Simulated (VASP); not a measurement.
# CaO (Pm-3m) in VASP: further runs

CaO is run at these levels: PBE; tasks: single point.

All numbers are computed with VASP 6.6.1; they aren't measurements. Logs are shortened: lines on timing, memory, paths and dates and some standing lists are left out, and cuts for length are marked.

**1. The cell of the first run**

It takes space group Pm-3m (No. 221, cubic). The conventional cell has a = 2.934 Å, b = 2.934 Å, c = 2.934 Å, α = 90.00°, β = 90.00°, γ = 90.00°. Ca (site symmetry m-3m) has 8 O at 2.54 Å and 6 Ca at 2.93 Å within 3.4 Å. O (site symmetry m-3m) has 8 Ca at 2.54 Å and 6 O at 2.93 Å within 3.4 Å.

**2. Single point, PBE**

File INCAR:

```
  ALGO = Normal
  EDIFF = 1E-6
  ENCUT = 520
  GGA = PE
  ISIF = 2
  ISMEAR = 0
  LASPH = True
  LCHARG = False
  LREAL = False
  LWAVE = False
  NBANDS = 15
  NELM = 80
  PREC = Accurate
  SIGMA = 0.1
```

File KPOINTS:

```
k-points
0
Gamma
  6 6 6
```

File POSCAR:

```
CaO
1.0
    2.9342317802      0.0000000000      0.0000000000
    0.0000000000      2.9342317802      0.0000000000
    0.0000000000      0.0000000000      2.9342317802
Ca O
1 1
Direct
    0.0000000000      0.0000000000      0.0000000000
    0.5000000000      0.5000000000      0.5000000000
```

Potentials or basis: VASP PAW PBE potentials, release 64 (Ca_sv, O).

Command:

```console
$ cat potpaw_PBE.64/Ca_sv/POTCAR potpaw_PBE.64/O/POTCAR > POTCAR
$ mpirun -np 1 vasp_std > vasp.out
```

OUTCAR:

```text
EDIFF = 1E-6
   ENCUT = 520
   GGA = PE
   ISIF = 2
   ISMEAR = 0
   LASPH = True
   LREAL = False
   NELM = 80
   PREC = Accurate

 ion  position               nearest neighbor table
   1  0.000  0.000  0.000-   2 2.54   2 2.54   2 2.54   2 2.54   2 2.54   2 2.54   2 2.54   2 2.54

   2  0.500  0.500  0.500-   1 2.54   1 2.54   1 2.54   1 2.54   1 2.54   1 2.54   1 2.54   1 2.54

  LATTYP: Found a simple cubic cell.
 ALAT       =     2.9342317802

  Lattice vectors:

 A1 = (   2.9342317802,   0.0000000000,   0.0000000000)
 A2 = (   0.0000000000,   2.9342317802,   0.0000000000)
 A3 = (   0.0000000000,   0.0000000000,   2.9342317802)

Analysis of symmetry for initial positions (statically):
=====================================================================
 Subroutine PRICEL returns:
 Original cell was already a primitive cell.

 Routine SETGRP: Setting up the symmetry group for a
 simple cubic supercell.

 Subroutine GETGRP returns: Found 48 space group operations
[... 9 lines left out ...]

 Routine SETGRP: Setting up the symmetry group for a
 simple cubic supercell.

 Subroutine GETGRP returns: Found 48 space group operations
[... 11 lines left out ...]
                                     Primitive cell

  volume of cell :      25.2629

  direct lattice vectors                    reciprocal lattice vectors
     2.934231780  0.000000000  0.000000000     0.340804706  0.000000000  0.000000000
     0.000000000  2.934231780  0.000000000     0.000000000  0.340804706  0.000000000
     0.000000000  0.000000000  2.934231780     0.000000000  0.000000000  0.340804706

  length of vectors
     2.934231780  2.934231780  2.934231780     0.340804706  0.340804706  0.340804706

  position of ions in fractional coordinates (direct lattice)
     0.000000000  0.000000000  0.000000000
     0.500000000  0.500000000  0.500000000

  ion indices of the primitive-cell ions
   primitive index   ion index
                 1           1
                 2           2

----------------------------------------------------------------------------------------

 KPOINTS: k-points

Automatic generation of k-mesh.
 Grid dimensions read from file:
 generate k-points for:    6    6    6

 Generating k-lattice:

  Cartesian coordinates                     Fractional coordinates (reciprocal lattice)
     0.056800784  0.000000000  0.000000000     0.166666667  0.000000000  0.000000000
     0.000000000  0.056800784  0.000000000     0.000000000  0.166666667  0.000000000
     0.000000000  0.000000000  0.056800784     0.000000000  0.000000000  0.166666667

  Length of vectors
     0.056800784  0.056800784  0.056800784

  Shift w.r.t. Gamma in fractional coordinates (k-lattice)
     0.000000000  0.000000000  0.000000000

 Subroutine IBZKPT returns following result:
 ===========================================

 Found     20 irreducible k-points:

 Following reciprocal coordinates:
            Coordinates               Weight
  0.000000  0.000000  0.000000      1.000000
  0.166667  0.000000  0.000000      6.000000
  0.333333  0.000000  0.000000      6.000000
  0.500000  0.000000  0.000000      3.000000
  0.166667  0.166667  0.000000     12.000000
  0.333333  0.166667  0.000000     24.000000
[... 12 lines left out ...]
  0.500000  0.500000  0.333333      6.000000
  0.500000  0.500000  0.500000      1.000000
   k-points           NKPTS =     20   k-points in BZ     NKDIM =     20   number of bands    NBANDS=     15
   number of dos      NEDOS =    301   number of ions     NIONS =      2
   total plane-waves  NPLWV =  13824
   dimension x,y,z NGX =    24 NGY =   24 NGZ =   24
   dimension x,y,z NGXF=    48 NGYF=   48 NGZF=   48
   ions per type =               1   1
   NGX,Y,Z   is equivalent  to a cutoff of  13.60, 13.60, 13.60 a.u.
   NGXF,Y,Z  is equivalent  to a cutoff of  27.20, 27.20, 27.20 a.u.
 SYSTEM =  unknown system
   PREC   = accura    normal or accurate (medium, high low for compatibility)
   ISTART =      0    job   : 0-new  1-cont  2-samecut
   ICHARG =      2    charge: 1-file 2-atom 10-const
   ISPIN  =      1    spin polarized calculation?
   LNONCOLLINEAR =      F non collinear calculations
   LSORBIT =      F    spin-orbit coupling
   LASPH  =      T    aspherical Exc in radial PAW
   ENCUT  =  520.0 eV  38.22 Ry    6.18 a.u.   5.46  5.46  5.46*2*pi/ulx,y,z
   NELM   =     80;   NELMIN=  2; NELMDL= -5     # of ELM steps
   EDIFF  = 0.1E-05   stopping-criterion for ELM
   LREAL  =      F    real-space projection
   EDIFFG = 0.1E-04   stopping-criterion for IOM
   NSW    =      0    number of steps for IOM
   IBRION =     -1    ionic relax: 0-MD 1-quasi-New 2-CG
   NFREE  =      0    steps in history (QN), initial steepest desc. (CG)
   ISIF   =      2    stress and relaxation
   ISYM   =      2    0-nonsym 1-usesym 2-fastsym
   POTIM  = 0.5000    time-step for ionic-motion
   TEBEG  =    0.0;   TEEND  =   0.0 temperature during run
   PSTRESS=    0.0 pullay stress
   NELECT =      16.0000    total number of electrons
   NUPDOWN=      -1.0000    fix difference up-down
   EMIN   =  10.00;   EMAX   =-10.00  energy-range for DOS
   EFERMI =   0.00;   METHOD = LEGACY
   ISMEAR =     0;   SIGMA  =   0.10  broadening in eV -4-tet -1-fermi 0-gaus
   EFERMI_NEDOS =   21; number of points for ismear=-14 and -15
   IALGO  =     38    algorithm
   IMIX   =      4    mixing-type and parameters
     AMIX     =   0.40;   BMIX     =  1.00
     AMIX_MAG =   1.60;   BMIX_MAG =  1.00
  volume/ion in A,a.u.               =      12.63        85.24
  Fermi-wavevector in a.u.,A,eV,Ry     =   1.405898  2.656762 26.892575  1.976549
  Thomas-Fermi vector in A             =   2.528313
   LORBIT       =      0    0 simple, 1 ext, 2 COOP (PROOUT), +10 PAW based schemes
   GGA     = PE    functional components
   LHFCALC =     F    Hartree Fock is set to
   AEXX    =    0.0000 exact exchange contribution
   IVDW    =     0    specifies the selected vdW correction
   LEPSILON=     F    determine dielectric tensor
   LRPA    =     F    only Hartree local field effects (RPA)
 non-spin polarized calculation
 Gauss-broadening in eV      SIGMA  =   0.10
  energy-cutoff  :      520.00
  volume of cell :       25.26
 maximum number of plane-waves:       696
 NGX is ok and might be reduce to    24
   NGX = 11   NGY = 11   NGZ = 11

 number of electron      15.9999994 magnetization

 Free energy of the ion-electron system (eV)
  ---------------------------------------------------
  ext. energy  EPLUGINS =         0.00000000
  ---------------------------------------------------
  free energy    TOTEN  =       -11.82528026 eV

  energy without entropy =      -11.82528026  energy(sigma->0) =      -11.82528026

 E-fermi :   4.4347     XC(G=0): -11.0974

 val. band max:        3.9678352098   @ k =   0.5000   0.5000   0.0000
 cond. band min:       6.7332147697   @ k =   0.0000   0.0000   0.0000
 fundamental gap:      2.7653795599
 Fermi energy:         4.4346614276

 k-point     1 :       0.0000    0.0000    0.0000
  band No.  band energies     occupation
      1     -35.4096      2.00000
      2     -15.8973      2.00000
      3     -15.8973      2.00000
      4     -15.8973      2.00000
      5     -12.3893      2.00000
      6       3.6591      2.00000
      7       3.6591      2.00000
      8       3.6591      2.00000
      9       6.7332      0.00000
     10       6.7332      0.00000
     11       8.8326      0.00000
     12      12.2170      0.00000
     13      12.2170      0.00000
     14      12.2170      0.00000
     15      22.8600      0.00000

 k-point     2 :       0.1667    0.0000    0.0000
  band No.  band energies     occupation
      1     -35.3722      2.00000
      2     -16.2904      2.00000
      3     -15.8691      2.00000
      4     -15.8691      2.00000
      5     -12.0787      2.00000
      6       2.4965      2.00000
      7       3.5491      2.00000
      8       3.5491      2.00000
      9       6.9439      0.00000
     10       7.8198      0.00000
     11       9.8942      0.00000
     12      12.1082      0.00000
     13      12.1082      0.00000
     14      12.2850      0.00000
     15      21.4589      0.00000

 k-point     3 :       0.3333    0.0000    0.0000
  band No.  band energies     occupation
      1     -35.2964      2.00000
      2     -16.9553      2.00000
      3     -15.8118      2.00000
      4     -15.8118      2.00000
      5     -11.5419      2.00000
      6       0.9035      2.00000
      7       3.3199      2.00000
      8       3.3199      2.00000
      9       7.4182      0.00000
     10       9.9127      0.00000
     11      11.9064      0.00000
     12      11.9617      0.00000
     13      11.9617      0.00000
     14      12.4251      0.00000
     15      19.2977      0.00000

 k-point     4 :       0.5000    0.0000    0.0000
  band No.  band energies     occupation
      1     -35.2578      2.00000
      2     -17.2498      2.00000
      3     -15.7828      2.00000
      4     -15.7828      2.00000
      5     -11.2919      2.00000
      6       0.2476      2.00000
      7       3.2014      2.00000
      8       3.2014      2.00000
      9       7.6903      0.00000
     10      10.9528      0.00000
     11      11.9199      0.00000
     12      11.9199      0.00000
     13      12.4972      0.00000
     14      13.6026      0.00000
     15      17.4745      0.00000
[... 235 lines left out ...]
 k-point    18 :       0.5000    0.3333    0.3333
  band No.  band energies     occupation
      1     -35.0576      2.00000
      2     -16.6978      2.00000
      3     -16.4300      2.00000
      4     -16.3879      2.00000
      5     -11.4194      2.00000
      6       1.0988      2.00000
      7       1.2057      2.00000
      8       1.8405      2.00000
      9      10.3948      0.00000
     10      10.8864      0.00000
     11      11.0452      0.00000
     12      11.6467      0.00000
     13      12.5374      0.00000
     14      16.6163      0.00000
     15      16.7227      0.00000

 k-point    19 :       0.5000    0.5000    0.3333
  band No.  band energies     occupation
      1     -35.0245      2.00000
      2     -16.6269      2.00000
      3     -16.6269      2.00000
      4     -16.3652      2.00000
      5     -11.3579      2.00000
      6       0.9541      2.00000
      7       0.9541      2.00000
      8       1.3054      2.00000
      9      11.1398      0.00000
     10      11.3290      0.00000
     11      11.3290      0.00000
     12      11.3889      0.00000
     13      13.6582      0.00000
     14      16.7167      0.00000
     15      16.7167      0.00000

 k-point    20 :       0.5000    0.5000    0.5000
  band No.  band energies     occupation
      1     -34.9919      2.00000
      2     -16.5772      2.00000
      3     -16.5772      2.00000
      4     -16.5772      2.00000
      5     -11.2250      2.00000
      6       0.6689      2.00000
      7       0.6689      2.00000
      8       0.6689      2.00000
      9      11.7069      0.00000
     10      11.7069      0.00000
     11      11.7069      0.00000
     12      13.6897      0.00000
     13      13.6897      0.00000
     14      16.1917      0.00000
     15      16.1917      0.00000

------------------------ aborting loop because EDIFF is reached ----------------------------------------

  FORCE on cell =-STRESS in cart. coord.  units (eV):
  Direction    XX          YY          ZZ          XY          YZ          ZX
  --------------------------------------------------------------------------------------
  -------------------------------------------------------------------------------------
  Total        0.0905600      0.0905600      0.0905600      0.0000000      0.0000000      0.0000000
  in kB        5.7433285      5.7433285      5.7433285      0.0000000      0.0000000      0.0000000
  external PRESSURE =       5.7433285 kB  Pullay stress =       0.0000000 kB

 VOLUME and BASIS-vectors are now :
 -----------------------------------------------------------------------------
  energy-cutoff  :      520.00
  volume of cell :       25.26
      direct lattice vectors                 reciprocal lattice vectors
     2.934231780  0.000000000  0.000000000     0.340804706  0.000000000  0.000000000
     0.000000000  2.934231780  0.000000000     0.000000000  0.340804706  0.000000000
     0.000000000  0.000000000  2.934231780     0.000000000  0.000000000  0.340804706

 POSITION                                       TOTAL-FORCE (eV/Angst)
 -----------------------------------------------------------------------------------
      0.00000      0.00000      0.00000         0.000000      0.000000      0.000000
      1.46712      1.46712      1.46712         0.000000      0.000000      0.000000
 -----------------------------------------------------------------------------------
    total drift:                                0.000000      0.000000     -0.000000

  FREE ENERGIE OF THE ION-ELECTRON SYSTEM (eV)
  ---------------------------------------------------
  free  energy   TOTEN  =       -11.8252802633 eV

  energy  without entropy=      -11.8252802633  energy(sigma->0) =      -11.82528026
```

It took 4.4 s on 1 thread of Intel Xeon Platinum 8375C at 2.90GHz (Ice Lake), shared host; peak memory 0.13 GiB.

What came out:

```yaml
Free_energy: -11.8253 eV
Pressure: 0.6 GPa
Band_gap_on_the_k_mesh: 2.77 eV, indirect (least direct gap 3.07 eV)
```

Levels at points of the mesh, in eV from the valence-band top:
```
           k point  band 5  band 6  band 7  band 8  band 9  band 10  band 11  band 12
(0.00, 0.00, 0.00)  -16.36   -0.31   -0.31   -0.31    2.77     2.77     4.86     8.25
(0.50, 0.00, 0.00)  -15.26   -3.72   -0.77   -0.77    3.72     6.98     7.95     7.95
(0.50, 0.50, 0.00)  -15.69   -2.09   -2.09    0.00    3.82     4.63     6.47     6.47
(0.50, 0.50, 0.50)  -15.19   -3.30   -3.30   -3.30    7.74     7.74     7.74     9.72
```

A k mesh can miss the band edges. PBE gaps usually lie below the measured ones, often by a third to a half.

**3. Single point, PBE**

This run uses another cell than the first one, of 17.10 Å³/atom, 1.353 times its volume.

File INCAR:

```
SYSTEM = CaO
PREC = Accurate
ENCUT = 520
EDIFF = 1E-7
ISMEAR = 0
SIGMA = 0.1
LREAL = .False.
LASPH = .True.
NELM = 80
ALGO = Normal
ISIF = 2
LWAVE = .False.
LCHARG = .True.
GGA = PE
LELF = .True.
LVHAR = .True.
NBANDS = 15
```

File KPOINTS:

```
Automatic mesh
0
Gamma
  6 6 6
  0 0 0
```

File POSCAR:

```
CaO
1.0
    3.2456635600      0.0000000000      0.0000000000
    0.0000000000      3.2456635600      0.0000000000
    0.0000000000      0.0000000000      3.2456635600
Ca O
1 1
Direct
    0.0000000000      0.0000000000      0.0000000000
    0.5000000000      0.5000000000      0.5000000000
```

Potentials or basis: VASP PAW PBE potentials, release 64 (Ca_sv, O).

Command:

```console
$ cat potpaw_PBE.64/Ca_sv/POTCAR potpaw_PBE.64/O/POTCAR > POTCAR
$ mpirun -np 1 vasp_std > vasp.out
```

Run time: 5.4 s. Hardware: 1 thread of Intel Xeon Platinum 8375C at 2.90GHz (Ice Lake), shared host; peak memory 0.14 GiB.

Results (log left out):

```
Free energy            : -11.2359 eV
Pressure               : -16.8 GPa
Band gap on the k mesh : 2.22 eV, indirect (least direct gap 2.51 eV)
```

Levels at points of the mesh, in eV from the valence-band top:
| k point | band 6 | band 7 | band 8 | band 9 | band 10 | band 11 |
| --- | --- | --- | --- | --- | --- | --- |
| (0.00, 0.00, 0.00) | -0.29 | -0.29 | -0.29 | 2.22 | 2.68 | 2.68 |
| (0.50, 0.00, 0.00) | -2.91 | -0.49 | -0.49 | 3.32 | 5.28 | 6.24 |
| (0.50, 0.50, 0.00) | -1.72 | -1.72 | 0.00 | 3.13 | 3.71 | 5.37 |
| (0.50, 0.50, 0.50) | -2.23 | -2.23 | -2.23 | 5.95 | 5.95 | 5.95 |

**4. Single point, PBE**

File INCAR:

```
PREC     = Accurate       # precision mode
ENCUT    = 520            # plane-wave cutoff, eV
EDIFF    = 1E-6           # SCF threshold, eV
ISMEAR   = 0              # smearing method
SIGMA    = 0.02           # smearing width, eV
LREAL    = False          # projectors in reciprocal space
LASPH    = True           # aspherical terms in the spheres
NELM     = 100            # most SCF steps
ALGO     = Normal         # electronic algorithm
ISIF     = 2              # what is computed and relaxed
LWAVE    = False          # write WAVECAR
LCHARG   = True           # write CHGCAR
GGA      = PE             # functional
LELF     = True           # ELF
LVHAR    = True         
NBANDS   = 15             # bands
```

File KPOINTS:

```
Automatic mesh
0
Gamma
  8 8 8
```

File POSCAR:

```
CaO
1.0
    2.9342317802      0.0000000000      0.0000000000
    0.0000000000      2.9342317802      0.0000000000
    0.0000000000      0.0000000000      2.9342317802
Ca O
1 1
Direct
    0.0000000000      0.0000000000      0.0000000000
    0.5000000000      0.5000000000      0.5000000000
```

Command:

```console
$ cat potpaw_PBE.64/Ca_sv/POTCAR potpaw_PBE.64/O/POTCAR > POTCAR
$ mpirun -np 1 vasp_std > vasp.out
```

It took 6.7 s on 1 thread of Intel Xeon Platinum 8375C at 2.90GHz (Ice Lake), shared host; peak memory 0.14 GiB.

Results (log left out):

```yaml
Free_energy: -11.8261 eV
Pressure: 0.6 GPa
Band_gap_on_the_k_mesh: 2.77 eV, indirect (least direct gap 3.08 eV)
```

Levels at points of the mesh, in eV from the valence-band top:
| k point | band 5 | band 6 | band 7 | band 8 | band 9 | band 10 | band 11 | band 12 |
| --- | --- | --- | --- | --- | --- | --- | --- | --- |
| (0.00, 0.00, 0.00) | -16.36 | -0.31 | -0.31 | -0.31 | 2.77 | 2.77 | 4.87 | 8.25 |
| (0.50, 0.00, 0.00) | -15.26 | -3.72 | -0.77 | -0.77 | 3.72 | 6.99 | 7.95 | 7.95 |
| (0.50, 0.50, 0.00) | -15.69 | -2.09 | -2.09 | 0.00 | 3.82 | 4.63 | 6.47 | 6.47 |
| (0.50, 0.50, 0.50) | -15.19 | -3.30 | -3.30 | -3.30 | 7.74 | 7.74 | 7.74 | 9.72 |

A k mesh can miss the band edges. A hybrid or GW would open this gap; PBE tends to underestimate it.

**5. Summary**

```csv
cell,k mesh,smearing,gap on the mesh (eV),pressure (GPa)
"a = 2.934 Å, 2 atoms",6 × 6 × 6,gaussian 0.1 eV,2.77,0.6
"a = 3.246 Å, 2 atoms",6 × 6 × 6,gaussian 0.1 eV,2.22,-16.8
"a = 2.934 Å, 2 atoms",8 × 8 × 8,gaussian 0.02 eV,2.77,0.6
```

Alike in all rows: task single point; level PBE; potentials or basis VASP PAW PBE potentials, release 64 (Ca_sv, O); no spin polarisation; cutoff (eV) 520.

Absolute energies hang on the potentials; compare differences alone.
